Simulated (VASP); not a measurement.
# BeTe (F-43m) in VASP: a series of runs

BeTe is run at these levels: PBEsol; tasks: single point.

All numbers are computed with VASP 6.6.1; they aren't measurements. Logs are shortened: lines on timing, memory, paths and dates and some standing lists are left out, and cuts for length are marked.

## (1) The cell of the first run

The structure is cubic, space group F-43m (No. 216). The conventional cell has a = 5.370 Å, b = 5.370 Å, c = 5.370 Å, α = 90.00°, β = 90.00°, γ = 90.00°. Within 3.1 Å of Be (site symmetry -43m) lie 4 Te at 2.33 Å. Within 3.1 Å of Te (site symmetry -43m) lie 4 Be at 2.33 Å.

## (2) Single point, PBEsol

INCAR

```
PREC = Accurate ; ENCUT = 520
EDIFF = 1E-7 ; ISMEAR = 0
SIGMA = 0.01 ; LREAL = F
LASPH = T ; NELM = 80
ALGO = Normal ; ISIF = 2
LWAVE = F ; LCHARG = F
GGA = PS ; NBANDS = 11
```

KPOINTS

```
Automatic mesh
0
Gamma
  8 8 8
```

POSCAR

```
BeTe
1.0
    2.6851167564      2.6851167564      0.0000000000
   -2.6851167564      2.6851167564      0.0000000000
    0.0000000000      2.6851167564      2.6851167564
Be Te
1 1
Direct
    0.0000000000      0.0000000000      0.0000000000
    0.7500000000      0.2500000000      0.5000000000
```

Potentials or basis: VASP PAW PBE potentials, release 64 (Be, Te).

The run is started by

```
$ cat potpaw_PBE.64/Be/POTCAR potpaw_PBE.64/Te/POTCAR > POTCAR
$ mpirun -np 1 vasp_std > vasp.out
```

OUTCAR:

```text
PREC = Accurate
   ENCUT = 520
   EDIFF = 1E-7
   ISMEAR = 0
   LREAL = F
   LASPH = T
   NELM = 80
   ISIF = 2
   GGA = PS

 ion  position               nearest neighbor table
   1  0.000  0.000  0.000-   2 2.33   2 2.33   2 2.33   2 2.33
   2  0.750  0.250  0.500-   1 2.33   1 2.33   1 2.33   1 2.33

  LATTYP: Found a face centered cubic cell.
 ALAT       =     5.3702335128

  Lattice vectors:

 A1 = (   0.0000000000,   2.6851167564,   2.6851167564)
 A2 = (   2.6851167564,   0.0000000000,   2.6851167564)
 A3 = (   2.6851167564,   2.6851167564,   0.0000000000)

Analysis of symmetry for initial positions (statically):
[... 5 lines left out ...]
 face centered cubic supercell.

 Subroutine GETGRP returns: Found 24 space group operations
 (whereof 24 operations were pure point group operations)
 out of a pool of 48 trial point group operations.

The static configuration has the point symmetry T_d .

Analysis of symmetry for dynamics (positions and initial velocities):
[... 5 lines left out ...]
 face centered cubic supercell.

 Subroutine GETGRP returns: Found 24 space group operations
 (whereof 24 operations were pure point group operations)
 out of a pool of 48 trial point group operations.

The dynamic configuration has the point symmetry T_d .

 Subroutine INISYM returns: Found 24 space group operations
 (whereof 24 operations are pure point group operations),
 and found     1 'primitive' translations

----------------------------------------------------------------------------------------

                                     Primitive cell

  volume of cell :      38.7186

  direct lattice vectors                    reciprocal lattice vectors
     2.685116756  2.685116756  0.000000000     0.186211642  0.186211642 -0.186211642
    -2.685116756  2.685116756  0.000000000    -0.186211642  0.186211642 -0.186211642
     0.000000000  2.685116756  2.685116756     0.000000000  0.000000000  0.372423284

  length of vectors
     3.797328533  3.797328533  3.797328533     0.322528025  0.322528025  0.372423284

  position of ions in fractional coordinates (direct lattice)
     0.000000000  0.000000000  0.000000000
     0.750000000  0.250000000  0.500000000

  ion indices of the primitive-cell ions
   primitive index   ion index
                 1           1
                 2           2

----------------------------------------------------------------------------------------

 KPOINTS: Automatic mesh

Automatic generation of k-mesh.
 Grid dimensions read from file:
 generate k-points for:    8    8    8

 Generating k-lattice:

  Cartesian coordinates                     Fractional coordinates (reciprocal lattice)
     0.023276455  0.023276455 -0.023276455     0.125000000  0.000000000  0.000000000
    -0.023276455  0.023276455 -0.023276455     0.000000000  0.125000000  0.000000000
     0.000000000  0.000000000  0.046552910     0.000000000  0.000000000  0.125000000

  Length of vectors
     0.040316003  0.040316003  0.046552910

  Shift w.r.t. Gamma in fractional coordinates (k-lattice)
     0.000000000  0.000000000  0.000000000

 Subroutine IBZKPT returns following result:
 ===========================================

 Found     29 irreducible k-points:

 Following reciprocal coordinates:
            Coordinates               Weight
  0.000000  0.000000  0.000000      1.000000
  0.125000  0.000000  0.000000      8.000000
  0.250000  0.000000  0.000000      8.000000
  0.375000  0.000000  0.000000      8.000000
  0.500000  0.000000  0.000000      4.000000
  0.125000  0.125000  0.000000     12.000000
[... 16 lines left out ...]
  0.375000  0.250000  0.125000     48.000000
  0.500000  0.250000  0.125000     24.000000
 [... further k-points ...]
   k-points           NKPTS =     29   k-points in BZ     NKDIM =     29   number of bands    NBANDS=     11
   number of dos      NEDOS =    301   number of ions     NIONS =      2
   total plane-waves  NPLWV =  21952
   dimension x,y,z NGX =    28 NGY =   28 NGZ =   28
   dimension x,y,z NGXF=    56 NGYF=   56 NGZF=   56
   ions per type =               1   1
   NGX,Y,Z   is equivalent  to a cutoff of  12.26, 12.26, 12.26 a.u.
   NGXF,Y,Z  is equivalent  to a cutoff of  24.52, 24.52, 24.52 a.u.
 SYSTEM =  unknown system
   PREC   = accura    normal or accurate (medium, high low for compatibility)
   ISTART =      0    job   : 0-new  1-cont  2-samecut
   ICHARG =      2    charge: 1-file 2-atom 10-const
   ISPIN  =      1    spin polarized calculation?
   LNONCOLLINEAR =      F non collinear calculations
   LSORBIT =      F    spin-orbit coupling
   LASPH  =      T    aspherical Exc in radial PAW
   ENCUT  =  520.0 eV  38.22 Ry    6.18 a.u.   7.06  7.06  7.06*2*pi/ulx,y,z
   NELM   =     80;   NELMIN=  2; NELMDL= -5     # of ELM steps
   EDIFF  = 0.1E-06   stopping-criterion for ELM
   LREAL  =      F    real-space projection
   EDIFFG = 0.1E-05   stopping-criterion for IOM
   NSW    =      0    number of steps for IOM
   IBRION =     -1    ionic relax: 0-MD 1-quasi-New 2-CG
   NFREE  =      0    steps in history (QN), initial steepest desc. (CG)
   ISIF   =      2    stress and relaxation
   ISYM   =      2    0-nonsym 1-usesym 2-fastsym
   POTIM  = 0.5000    time-step for ionic-motion
   TEBEG  =    0.0;   TEEND  =   0.0 temperature during run
   PSTRESS=    0.0 pullay stress
   NELECT =       8.0000    total number of electrons
   NUPDOWN=      -1.0000    fix difference up-down
   EMIN   =  10.00;   EMAX   =-10.00  energy-range for DOS
   EFERMI =   0.00;   METHOD = LEGACY
   ISMEAR =     0;   SIGMA  =   0.01  broadening in eV -4-tet -1-fermi 0-gaus
   EFERMI_NEDOS =   21; number of points for ismear=-14 and -15
   IALGO  =     38    algorithm
   IMIX   =      4    mixing-type and parameters
     AMIX     =   0.40;   BMIX     =  1.00
     AMIX_MAG =   1.60;   BMIX_MAG =  1.00
  volume/ion in A,a.u.               =      19.36       130.64
  Fermi-wavevector in a.u.,A,eV,Ry     =   0.967828  1.828930 12.744463  0.936692
  Thomas-Fermi vector in A             =   2.097747
   LORBIT       =      0    0 simple, 1 ext, 2 COOP (PROOUT), +10 PAW based schemes
   GGA     = PS    functional components
   LHFCALC =     F    Hartree Fock is set to
   AEXX    =    0.0000 exact exchange contribution
   IVDW    =     0    specifies the selected vdW correction
   LEPSILON=     F    determine dielectric tensor
   LRPA    =     F    only Hartree local field effects (RPA)
 non-spin polarized calculation
 Gauss-broadening in eV      SIGMA  =   0.01
  energy-cutoff  :      520.00
  volume of cell :       38.72
 maximum number of plane-waves:      1056
   NGX = 15   NGY = 15   NGZ = 15

 number of electron       8.0000000 magnetization

 Free energy of the ion-electron system (eV)
  ---------------------------------------------------
  ext. energy  EPLUGINS =         0.00000000
  ---------------------------------------------------
  free energy    TOTEN  =        -8.05689908 eV

  energy without entropy =       -8.05689908  energy(sigma->0) =       -8.05689908

 E-fermi :   6.7691     XC(G=0):  -9.7767

 val. band max:        6.7244827024   @ k =   0.0000   0.0000   0.0000
 cond. band min:       8.1898188439   @ k =   0.5000   0.5000   0.0000
 fundamental gap:      1.4653361414
 Fermi energy:         6.7691419290

 k-point     1 :       0.0000    0.0000    0.0000
  band No.  band energies     occupation
      1      -6.6482      2.00000
      2       6.7245      2.00000
      3       6.7245      2.00000
      4       6.7245      2.00000
      5      10.1700      0.00000
      6      10.1700      0.00000
      7      10.1700      0.00000
      8      11.5504      0.00000
      9      15.1128      0.00000
     10      17.2707      0.00000
     11      17.2707      0.00000

 k-point     2 :       0.1250    0.0000    0.0000
  band No.  band energies     occupation
      1      -6.4680      2.00000
      2       5.1877      2.00000
      3       6.4158      2.00000
      4       6.4158      2.00000
      5      10.3918      0.00000
      6      10.5953      0.00000
      7      10.5953      0.00000
      8      12.7268      0.00000
      9      15.5057      0.00000
     10      16.0869      0.00000
     11      16.0869      0.00000

 k-point     3 :       0.2500    0.0000    0.0000
  band No.  band energies     occupation
      1      -5.9612      2.00000
      2       2.8463      2.00000
      3       5.8709      2.00000
      4       5.8709      2.00000
      5      10.3084      0.00000
      6      11.1859      0.00000
      7      11.1859      0.00000
      8      14.3225      0.00000
      9      15.8081      0.00000
     10      15.8081      0.00000
     11      15.9801      0.00000

 k-point     4 :       0.3750    0.0000    0.0000
  band No.  band energies     occupation
      1      -5.2850      2.00000
      2       0.9517      2.00000
      3       5.4672      2.00000
      4       5.4672      2.00000
      5      10.1987      0.00000
      6      11.2532      0.00000
      7      11.2532      0.00000
      8      14.4176      0.00000
      9      17.0675      0.00000
     10      17.0675      0.00000
     11      17.2168      0.00000

 k-point     5 :       0.5000    0.0000    0.0000
  band No.  band energies     occupation
      1      -4.9075      2.00000
      2       0.1562      2.00000
      3       5.3245      2.00000
      4       5.3245      2.00000
      5      10.1587      0.00000
      6      11.1834      0.00000
      7      11.1834      0.00000
      8      14.2783      0.00000
      9      18.2203      0.00000
     10      18.7300      0.00000
     11      18.7300      0.00000
[... 211 lines left out ...]
 k-point    21 :       0.5000    0.5000    0.0000
  band No.  band energies     occupation
      1      -4.2615      2.00000
      2       0.7673      2.00000
      3       3.4810      2.00000
      4       3.4810      2.00000
      5       8.1898      0.00000
      6       9.0993      0.00000
      7      17.3502      0.00000
      8      17.3502      0.00000
      9      19.0808      0.00000
     10      20.7689      0.00000
     11      20.7689      0.00000

 k-point    22 :       0.2500    0.2500    0.1250
  band No.  band energies     occupation
      1      -5.5355      2.00000
      2       2.6287      2.00000
      3       3.9435      2.00000
      4       5.2036      2.00000
      5      10.1713      0.00000
      6      11.8929      0.00000
      7      12.0309      0.00000
      8      13.3655      0.00000
      9      16.2405      0.00000
     10      17.7196      0.00000
     11      18.5752      0.00000

 k-point    23 :       0.3750    0.2500    0.1250
  band No.  band energies     occupation
      1      -4.9227      2.00000
      2       1.3104      2.00000
      3       3.3610      2.00000
      4       4.6274      2.00000
      5      10.6525      0.00000
      6      11.4927      0.00000
      7      12.8541      0.00000
      8      14.0145      0.00000
      9      16.9074      0.00000
     10      17.6282      0.00000
     11      19.4543      0.00000

 k-point    24 :       0.5000    0.2500    0.1250
  band No.  band energies     occupation
      1      -4.5937      2.00000
      2       0.6660      2.00000
      3       3.2635      2.00000
      4       4.3446      2.00000
      5      10.7378      0.00000
      6      11.2516      0.00000
      7      13.8286      0.00000
      8      14.8894      0.00000
      9      15.4298      0.00000
     10      18.5708      0.00000
     11      19.1420      0.00000

 [... further k-points ...]
[... 5 lines left out ...]
  --------------------------------------------------------------------------------------
  -------------------------------------------------------------------------------------
  Total        2.5079372      2.5079372      2.5079372      0.0000000      0.0000000      0.0000000
  in kB      103.7785785    103.7785785    103.7785785      0.0000000      0.0000000      0.0000000
  external PRESSURE =     103.7785785 kB  Pullay stress =       0.0000000 kB

 VOLUME and BASIS-vectors are now :
 -----------------------------------------------------------------------------
  energy-cutoff  :      520.00
  volume of cell :       38.72
      direct lattice vectors                 reciprocal lattice vectors
     2.685116756  2.685116756  0.000000000     0.186211642  0.186211642 -0.186211642
    -2.685116756  2.685116756  0.000000000    -0.186211642  0.186211642 -0.186211642
     0.000000000  2.685116756  2.685116756     0.000000000  0.000000000  0.372423284

 POSITION                                       TOTAL-FORCE (eV/Angst)
 -----------------------------------------------------------------------------------
      0.00000      0.00000      0.00000        -0.000000     -0.000000      0.000000
      1.34256      4.02768      1.34256         0.000000      0.000000      0.000000
 -----------------------------------------------------------------------------------
    total drift:                               -0.000000      0.000000      0.000000

  FREE ENERGIE OF THE ION-ELECTRON SYSTEM (eV)
  ---------------------------------------------------
  free  energy   TOTEN  =        -8.0568990754 eV

  energy  without entropy=       -8.0568990754  energy(sigma->0) =       -8.05689908
```

Run time: 19 s. Hardware: 1 thread of Intel Xeon 8259CL, shared host; peak memory 0.16 GiB.

Results:

| Item | Value |
| --- | --- |
| Free energy | -8.0569 eV |
| Pressure | 10.4 GPa |
| Band gap on the k mesh | 1.47 eV, indirect (least direct gap 3.45 eV) |

Caveat: the PAW data sets were made with another functional, which shifts forces and pressure a little; spin-orbit coupling is left out, which moves the levels of the heavy elements. A k mesh can miss the band edges.

## (3) Single point, PBEsol

This run uses another cell than the first one, of 18.47 Å³/atom, 0.954 times its volume.

INCAR

```
PREC = Accurate
ENCUT = 520
EDIFF = 1E-7
ISMEAR = 0
SIGMA = 0.01
LREAL = F
LASPH = T
NELM = 60
ALGO = Normal
ISIF = 2
LWAVE = F
LCHARG = F
GGA = PS
NBANDS = 11
```

KPOINTS

```
regular mesh
0
Gamma
  8 8 8
```

POSCAR

```
BeTe
1.0
    2.6433946863      2.6433946863      0.0000000000
   -2.6433946863      2.6433946863      0.0000000000
    0.0000000000      2.6433946863      2.6433946863
Be Te
1 1
Direct
    0.0000000000      0.0000000000      0.0000000000
    0.7500000000      0.2500000000      0.5000000000
```

Potentials or basis: VASP PAW PBE potentials, release 64 (Be, Te).

The run is started by

```
$ cat potpaw_PBE.64/Be/POTCAR potpaw_PBE.64/Te/POTCAR > POTCAR
$ mpirun -np 1 vasp_std > vasp.out
```

OUTCAR:

```text
PREC = Accurate
   ENCUT = 520
   EDIFF = 1E-7
   ISMEAR = 0
   LREAL = F
   LASPH = T
   NELM = 60
   ISIF = 2
   GGA = PS

 ion  position               nearest neighbor table
   1  0.000  0.000  0.000-   2 2.29   2 2.29   2 2.29   2 2.29
   2  0.750  0.250  0.500-   1 2.29   1 2.29   1 2.29   1 2.29

  LATTYP: Found a face centered cubic cell.
 ALAT       =     5.2867893726

  Lattice vectors:

 A1 = (   0.0000000000,   2.6433946863,   2.6433946863)
 A2 = (   2.6433946863,   0.0000000000,   2.6433946863)
 A3 = (   2.6433946863,   2.6433946863,   0.0000000000)

Analysis of symmetry for initial positions (statically):
[... 5 lines left out ...]
 face centered cubic supercell.

 Subroutine GETGRP returns: Found 24 space group operations
 (whereof 24 operations were pure point group operations)
 out of a pool of 48 trial point group operations.

The static configuration has the point symmetry T_d .

Analysis of symmetry for dynamics (positions and initial velocities):
[... 5 lines left out ...]
 face centered cubic supercell.

 Subroutine GETGRP returns: Found 24 space group operations
 (whereof 24 operations were pure point group operations)
 out of a pool of 48 trial point group operations.

[... 150 lines left out ...]
 val. band max:        7.3494390497   @ k =   0.0000   0.0000   0.0000
 cond. band min:       8.6699331937   @ k =   0.5000   0.5000   0.0000
 fundamental gap:      1.3204941441
 Fermi energy:         7.4599070873

 k-point     1 :       0.0000    0.0000    0.0000
  band No.  band energies     occupation
      1      -6.4099      2.00000
      2       7.3494      2.00000
      3       7.3494      2.00000
      4       7.3494      2.00000
      5      10.7291      0.00000
      6      10.7291      0.00000
      7      10.7291      0.00000
      8      12.5617      0.00000
      9      15.7876      0.00000
     10      17.9943      0.00000
     11      17.9943      0.00000
[... 309 lines left out ...]
 k-point    24 :       0.5000    0.2500    0.1250
  band No.  band energies     occupation
      1      -4.1858      2.00000
      2       0.9562      2.00000
      3       3.6925      2.00000
      4       4.7965      2.00000
      5      11.2886      0.00000
      6      11.9374      0.00000
      7      14.5974      0.00000
      8      15.6486      0.00000
      9      16.1613      0.00000
     10      19.2808      0.00000
     11      19.9814      0.00000

 [... further k-points ...]
[... 5 lines left out ...]
  --------------------------------------------------------------------------------------
  -------------------------------------------------------------------------------------
  Total        3.5578534      3.5578534      3.5578534      0.0000000     -0.0000000      0.0000000
  in kB      154.3059217    154.3059217    154.3059217      0.0000000     -0.0000000      0.0000000
  external PRESSURE =     154.3059217 kB  Pullay stress =       0.0000000 kB

 VOLUME and BASIS-vectors are now :
 -----------------------------------------------------------------------------
  energy-cutoff  :      520.00
  volume of cell :       36.94
      direct lattice vectors                 reciprocal lattice vectors
     2.643394686  2.643394686  0.000000000     0.189150717  0.189150717 -0.189150717
    -2.643394686  2.643394686  0.000000000    -0.189150717  0.189150717 -0.189150717
     0.000000000  2.643394686  2.643394686     0.000000000  0.000000000  0.378301434

 POSITION                                       TOTAL-FORCE (eV/Angst)
 -----------------------------------------------------------------------------------
      0.00000      0.00000      0.00000         0.000000      0.000000      0.000000
      1.32170      3.96509      1.32170        -0.000000     -0.000000      0.000000
 -----------------------------------------------------------------------------------
    total drift:                               -0.000000      0.000000      0.000000

  FREE ENERGIE OF THE ION-ELECTRON SYSTEM (eV)
  ---------------------------------------------------
  free  energy   TOTEN  =        -7.9147496966 eV

  energy  without entropy=       -7.9147496966  energy(sigma->0) =       -7.91474970
```

OSZICAR:

```text
N       E                     dE             d eps       ncg     rms          rms(c)
DAV:   1     0.205250272182E+02    0.20525E+02   -0.35387E+03   638   0.601E+02
DAV:   2    -0.713443281366E+01   -0.27659E+02   -0.26197E+02   798   0.980E+01
DAV:   3    -0.821921517603E+01   -0.10848E+01   -0.10822E+01   874   0.207E+01
DAV:   4    -0.822895411877E+01   -0.97389E-02   -0.97379E-02   751   0.223E+00
DAV:   5    -0.822911298746E+01   -0.15887E-03   -0.15887E-03   849   0.281E-01    0.536E+00
DAV:   6    -0.798669690126E+01    0.24242E+00   -0.28188E-01   763   0.224E+00    0.313E+00
DAV:   7    -0.791538332398E+01    0.71314E-01   -0.20310E-01   768   0.197E+00    0.683E-01
DAV:   8    -0.791462115330E+01    0.76217E-03   -0.93153E-03   725   0.571E-01    0.135E-01
DAV:   9    -0.791473814934E+01   -0.11700E-03   -0.29170E-04   813   0.108E-01    0.489E-02
DAV:  10    -0.791475063879E+01   -0.12489E-04   -0.42221E-05   710   0.319E-02    0.217E-02
DAV:  11    -0.791474973785E+01    0.90093E-06   -0.18139E-06   816   0.784E-03    0.116E-02
DAV:  12    -0.791474969657E+01    0.41285E-07   -0.57497E-07   707   0.494E-03
   1 F= -.79147497E+01 E0= -.79147497E+01  d E =-.332269E-57
```

Run time: 16 s. Hardware: 1 thread of Intel Xeon 8259CL, shared host; peak memory 0.16 GiB.

Results:

| Quantity | Value |
| --- | --- |
| Free energy | -7.9147 eV |
| Pressure | 15.4 GPa |
| Band gap on the k mesh | 1.32 eV, indirect (least direct gap 3.38 eV) |

Caveat: the PAW data sets were made with another functional, which shifts forces and pressure a little; spin-orbit coupling is left out, which moves the levels of the heavy elements. A k mesh can miss the band edges.

[end of part 1 of 2]
